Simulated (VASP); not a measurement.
# As (R-3m) in VASP: a series of runs

As is run at these levels: PBEsol; tasks: electric field gradients.

All numbers are computed with VASP 6.6.1; they aren't measurements. Logs are shortened: lines on timing, memory, paths and dates and some standing lists are left out, and cuts for length are marked.

## (1) The cell of the first run

Symmetry: R-3m, No. 166, trigonal system. The conventional cell has a = 3.782 Å, b = 3.782 Å, c = 10.104 Å, α = 90.00°, β = 90.00°, γ = 120.00°. As (site symmetry 3m) has 6 As at 2.53 to 3.02 Å within 3.3 Å.

## (2) Electric field gradients, PBEsol

The input, INCAR:

```
SYSTEM = As
ALGO = Normal
EDIFF = 1E-8
ENCUT = 400
GGA = PS
GGA_COMPAT = .False.
ISIF = 2
ISMEAR = -1
LASPH = .True.
LCHARG = .False.
LEFG = .True.
LREAL = .False.
LWAVE = .False.
NBANDS = 54
NELM = 120
PREC = Accurate
SIGMA = 0.05
```

The input, KPOINTS:

```
k-points
0
Gamma
  6 6 6
  0 0 0
```

The input, POSCAR:

```
As
1.0
    3.7822265925      2.1836695413      6.7358470992
   -3.7822265925      2.1836695413      6.7358470992
    0.0000000000     -4.3673390826      6.7358470992
As
16
Direct
    0.3849354618      0.3849354618      0.3849354618
    0.3849354618      0.3849354618      0.8849354618
    0.3849354618      0.8849354618      0.3849354618
    0.3849354618      0.8849354618      0.8849354618
    0.8849354618      0.3849354618      0.3849354618
    0.8849354618      0.3849354618      0.8849354618
    0.8849354618      0.8849354618      0.3849354618
    0.8849354618      0.8849354618      0.8849354618
    0.1150645382      0.1150645382      0.1150645382
    0.1150645382      0.1150645382      0.6150645382
    0.1150645382      0.6150645382      0.1150645382
    0.1150645382      0.6150645382      0.6150645382
    0.6150645382      0.1150645382      0.1150645382
    0.6150645382      0.1150645382      0.6150645382
    0.6150645382      0.6150645382      0.1150645382
    0.6150645382      0.6150645382      0.6150645382
```

Potentials or basis: VASP PAW PBE potentials, release 64 (As).

On the command line:

```sh
$ cat potpaw_PBE.64/As/POTCAR > POTCAR
$ mpirun -np 1 vasp_std > vasp.out
```

OUTCAR:

```text
SYSTEM = As
   EDIFF = 1E-8
   ENCUT = 400
   GGA = PS
   ISIF = 2
   ISMEAR = -1
   LASPH = .True.
   LREAL = .False.
   NELM = 120
   PREC = Accurate

 ion  position               nearest neighbor table
   1  0.385  0.385  0.385-  15 2.53  14 2.53  12 2.53
   2  0.385  0.385  0.885-  16 2.53  13 2.53  11 2.53
   3  0.385  0.885  0.385-  13 2.53  10 2.53  16 2.53
   4  0.385  0.885  0.885-  14 2.53   9 2.53  15 2.53
   5  0.885  0.385  0.385-  11 2.53  10 2.53  16 2.53
   6  0.885  0.385  0.885-  12 2.53   9 2.53  15 2.53
[... 8 lines left out ...]
  15  0.615  0.615  0.115-   1 2.53   4 2.53   6 2.53
  16  0.615  0.615  0.615-   2 2.53   3 2.53   5 2.53
[... 7 lines left out ...]
 A1 = (   3.7822265925,   2.1836695413,   6.7358470992)
 A2 = (  -3.7822265925,   2.1836695413,   6.7358470992)
 A3 = (   0.0000000000,  -4.3673390826,   6.7358470992)

Analysis of symmetry for initial positions (statically):
=====================================================================
 Subroutine PRICEL returns following result:

  LATTYP: Found a trigonal (rhomboedric) cell.
 ALAT       =     4.0138910924
 COS(alpha) =     0.5560501410

  Lattice vectors:

 A1 = (   1.8911132962,   1.0918347707,   3.3679235496)
 A2 = (  -1.8911132962,   1.0918347707,   3.3679235496)
 A3 = (   0.0000000000,  -2.1836695413,   3.3679235496)

   8 primitive cells build up your supercell.

 Routine SETGRP: Setting up the symmetry group for a
 trigonal (rhombohedral) supercell.

 Subroutine GETGRP returns: Found 12 space group operations
 (whereof 12 operations were pure point group operations)
 out of a pool of 12 trial point group operations.

The static configuration has the point symmetry D_3d.

Analysis of symmetry for dynamics (positions and initial velocities):
=====================================================================
 Subroutine PRICEL returns following result:

  LATTYP: Found a trigonal (rhomboedric) cell.
 ALAT       =     4.0138910924
 COS(alpha) =     0.5560501410

  Lattice vectors:

 A1 = (   1.8911132962,   1.0918347707,   3.3679235496)
 A2 = (  -1.8911132962,   1.0918347707,   3.3679235496)
 A3 = (   0.0000000000,  -2.1836695413,   3.3679235496)

   8 primitive cells build up your supercell.

 Routine SETGRP: Setting up the symmetry group for a
 trigonal (rhombohedral) supercell.

 Subroutine GETGRP returns: Found 12 space group operations
 (whereof 12 operations were pure point group operations)
 out of a pool of 12 trial point group operations.

The dynamic configuration has the point symmetry D_3d.

 Subroutine INISYM returns: Found 12 space group operations
 (whereof 12 operations are pure point group operations),
 and found     8 'primitive' translations

----------------------------------------------------------------------------------------

                                     Primitive cell

  volume of cell :      41.7242

  direct lattice vectors                    reciprocal lattice vectors
     1.891113296  1.091834771  3.367923550     0.264394524  0.152648250  0.098972951
    -1.891113296  1.091834771  3.367923550    -0.264394524  0.152648250  0.098972951
     0.000000000 -2.183669541  3.367923550     0.000000000 -0.305296499  0.098972951

  length of vectors
     4.013891092  4.013891092  4.013891092     0.320938620  0.320938620  0.320938620

  position of ions in fractional coordinates (direct lattice)
     0.769870924  0.769870924  0.769870924
     0.230129076  0.230129076  0.230129076

  ion indices of the primitive-cell ions
   primitive index   ion index
                 1           1
                 2          16

----------------------------------------------------------------------------------------

 KPOINTS: k-points
[... 70 lines left out ...]
   EDIFFG = 0.1E-06   stopping-criterion for IOM
   NSW    =      0    number of steps for IOM
   IBRION =     -1    ionic relax: 0-MD 1-quasi-New 2-CG
   NFREE  =      0    steps in history (QN), initial steepest desc. (CG)
   ISIF   =      2    stress and relaxation
   ISYM   =      2    0-nonsym 1-usesym 2-fastsym
   POTIM  = 0.5000    time-step for ionic-motion
   TEBEG  =    0.0;   TEEND  =   0.0 temperature during run
   PSTRESS=    0.0 pullay stress
   NELECT =      80.0000    total number of electrons
   NUPDOWN=      -1.0000    fix difference up-down
   EMIN   =  10.00;   EMAX   =-10.00  energy-range for DOS
   EFERMI =   0.00;   METHOD = LEGACY
   ISMEAR =    -1;   SIGMA  =   0.05  broadening in eV -4-tet -1-fermi 0-gaus
   EFERMI_NEDOS =   21; number of points for ismear=-14 and -15
   IALGO  =     38    algorithm
   IMIX   =      4    mixing-type and parameters
     AMIX     =   0.40;   BMIX     =  1.00
     AMIX_MAG =   1.60;   BMIX_MAG =  1.00
  volume/ion in A,a.u.               =      20.86       140.78
  Fermi-wavevector in a.u.,A,eV,Ry     =   1.016901  1.921665 14.069628  1.034088
  Thomas-Fermi vector in A             =   2.150272
   LORBIT       =      0    0 simple, 1 ext, 2 COOP (PROOUT), +10 PAW based schemes
   GGA     = PS    functional components
   LHFCALC =     F    Hartree Fock is set to
   AEXX    =    0.0000 exact exchange contribution
   IVDW    =     0    specifies the selected vdW correction
   LEPSILON=     F    determine dielectric tensor
   LRPA    =     F    only Hartree local field effects (RPA)
 non-spin polarized calculation
  energy-cutoff  :      400.00
  volume of cell :      333.79
 maximum number of plane-waves:      6124
 NGX is ok and might be reduce to    54
   NGX = 27   NGY = 27   NGZ = 27

 number of electron      80.0000007 magnetization

 Free energy of the ion-electron system (eV)
  ---------------------------------------------------
  ext. energy  EPLUGINS =         0.00000000
  ---------------------------------------------------
  free energy    TOTEN  =       -81.74223823 eV

  energy without entropy =      -81.73570782  energy(sigma->0) =      -81.73897303

 E-fermi :   5.6232     XC(G=0): -10.2696

 val. band max:        5.5076121821   @ k =   0.3333   0.3333   0.1667
 cond. band min:       5.6321539219   @ k =  -0.1667   0.1667   0.1667
 fundamental gap:      0.1245417398
 Fermi energy:         5.6232385145

 k-point     1 :       0.0000    0.0000    0.0000
  band No.  band energies     occupation
      1      -9.5243      2.00000
      2      -7.8463      2.00000
      3      -6.6771      2.00000
      4      -6.6771      2.00000
      5      -6.6771      2.00000
      6      -6.6290      2.00000
[... 1309 lines left out ...]
     51       8.0917      0.00000
     52       8.2688      0.00000

 [... further k-points ...]

 [bands above 52 left out]

------------------------ aborting loop because EDIFF is reached ----------------------------------------

  FORCE on cell =-STRESS in cart. coord.  units (eV):
  Direction    XX          YY          ZZ          XY          YZ          ZX
  --------------------------------------------------------------------------------------
  -------------------------------------------------------------------------------------
  Total        0.8226671      0.8226671      0.4326777     -0.0000000      0.0000000      0.0000000
  in kB        3.9487239      3.9487239      2.0768120     -0.0000000      0.0000000      0.0000000
  external PRESSURE =       3.3247533 kB  Pullay stress =       0.0000000 kB

 VOLUME and BASIS-vectors are now :
 -----------------------------------------------------------------------------
  energy-cutoff  :      400.00
  volume of cell :      333.79
      direct lattice vectors                 reciprocal lattice vectors
     3.782226592  2.183669541  6.735847099     0.132197262  0.076324125  0.049486476
    -3.782226592  2.183669541  6.735847099    -0.132197262  0.076324125  0.049486476
     0.000000000 -4.367339083  6.735847099     0.000000000 -0.152648250  0.049486476

 POSITION                                       TOTAL-FORCE (eV/Angst)
 -----------------------------------------------------------------------------------
      0.00000      0.00000      7.77860         0.000000      0.000000     -0.058932
      0.00000     -2.18367     11.14652         0.000000     -0.000000     -0.058932
     -1.89111      1.09183     11.14652         0.000000      0.000000     -0.058932
     -1.89111     -1.09183     14.51445         0.000000     -0.000000     -0.058932
      1.89111      1.09183     11.14652         0.000000      0.000000     -0.058932
      1.89111     -1.09183     14.51445         0.000000     -0.000000     -0.058932
[... 8 lines left out ...]
      0.00000      2.18367      9.06102         0.000000      0.000000      0.058932
      0.00000      0.00000     12.42894         0.000000     -0.000000      0.058932
 -----------------------------------------------------------------------------------
    total drift:                                0.000000      0.000000     -0.000000

  FREE ENERGIE OF THE ION-ELECTRON SYSTEM (eV)
  ---------------------------------------------------
  free  energy   TOTEN  =       -81.7422382344 eV

  energy  without entropy=      -81.7357078165  energy(sigma->0) =      -81.73897303

 Electric field gradients (V/A^2)
---------------------------------------------------------------------
 ion       V_xx      V_yy      V_zz      V_xy      V_xz      V_yz
---------------------------------------------------------------------
   1      20.585    20.585   -41.171    -0.000     0.000     0.000
   2      20.585    20.585   -41.171     0.000     0.000     0.000
   3      20.585    20.585   -41.171    -0.000     0.000     0.000
   4      20.585    20.585   -41.171     0.000     0.000     0.000
   5      20.585    20.585   -41.171     0.000     0.000     0.000
   6      20.585    20.585   -41.171     0.000     0.000     0.000
[... 8 lines left out ...]
  15      20.585    20.585   -41.171     0.000     0.000     0.000
  16      20.585    20.585   -41.171     0.000     0.000     0.000
---------------------------------------------------------------------

 Electric field gradients after diagonalization (V/A^2)
 (convention: |V_zz| > |V_xx| > |V_yy|)
----------------------------------------------------------------------
 ion       V_xx      V_yy      V_zz     asymmetry (V_yy - V_xx)/ V_zz
----------------------------------------------------------------------
   1      20.585    20.585   -41.171       0.000
   2      20.585    20.585   -41.171       0.000
   3      20.585    20.585   -41.171       0.000
   4      20.585    20.585   -41.171       0.000
   5      20.585    20.585   -41.171       0.000
   6      20.585    20.585   -41.171       0.000
[... 8 lines left out ...]
  15      20.585    20.585   -41.171       0.000
  16      20.585    20.585   -41.171       0.000
----------------------------------------------------------------------

           NMR quadrupolar parameters

 Cq : quadrupolar parameter    Cq=e*Q*V_zz/h
 eta: asymmetry parameters     (V_yy - V_xx)/ V_zz
 Q  : nuclear electric quadrupole moment in mb (millibarn)
----------------------------------------------------------------------
 ion       Cq(MHz)       eta       Q (mb)
----------------------------------------------------------------------
   1      -0.100       0.000       1.000
   2      -0.100       0.000       1.000
   3      -0.100       0.000       1.000
   4      -0.100       0.000       1.000
   5      -0.100       0.000       1.000
   6      -0.100       0.000       1.000
[... 8 lines left out ...]
  15      -0.100       0.000       1.000
  16      -0.100       0.000       1.000
----------------------------------------------------------------------
```

Run time: 22 min. Hardware: 1 thread of Intel Xeon 8259CL, shared host; peak memory 0.52 GiB.

Results:

```
Free energy                             : -81.7422 eV
Pressure                                : 0.3 GPa
Largest force                           : 0.059 eV/Å
Band gap on the k mesh                  : zero (bands 40 and 41 overlap by 0.34 eV)
Largest electric field gradient by atom : As -41.2 V/Å²
```

Forces in eV/Å, atoms in the order of the input:
```
As   0.000  0.000 -0.059
As   0.000  0.000 -0.059
As   0.000  0.000 -0.059
As   0.000  0.000 -0.059
As   0.000  0.000 -0.059
As   0.000  0.000 -0.059
As   0.000  0.000 -0.059
As   0.000  0.000 -0.059
As   0.000  0.000  0.059
As   0.000  0.000  0.059
As   0.000  0.000  0.059
As   0.000  0.000  0.059
As   0.000  0.000  0.059
As   0.000  0.000  0.059
As   0.000  0.000  0.059
As   0.000  0.000  0.059
```

Electric field gradients, principal values (V/Å²):
```tsv
atom	least	middle	greatest (by size)
1 As	20.585	20.585	-41.171
2 As	20.585	20.585	-41.171
3 As	20.585	20.585	-41.171
4 As	20.585	20.585	-41.171
5 As	20.585	20.585	-41.171
6 As	20.585	20.585	-41.171
7 As	20.585	20.585	-41.171
8 As	20.585	20.585	-41.171
9 As	20.585	20.585	-41.171
10 As	20.585	20.585	-41.171
11 As	20.585	20.585	-41.171
12 As	20.585	20.585	-41.171
13 As	20.585	20.585	-41.171
14 As	20.585	20.585	-41.171
15 As	20.585	20.585	-41.171
16 As	20.585	20.585	-41.171
```

Caveat: without QUAD_EFG the Cq values of the log hold for a quadrupole moment of 1 mb, not for the nuclei; the PAW data sets were made with another functional, which shifts forces and pressure a little.

[end of part 1 of 2]
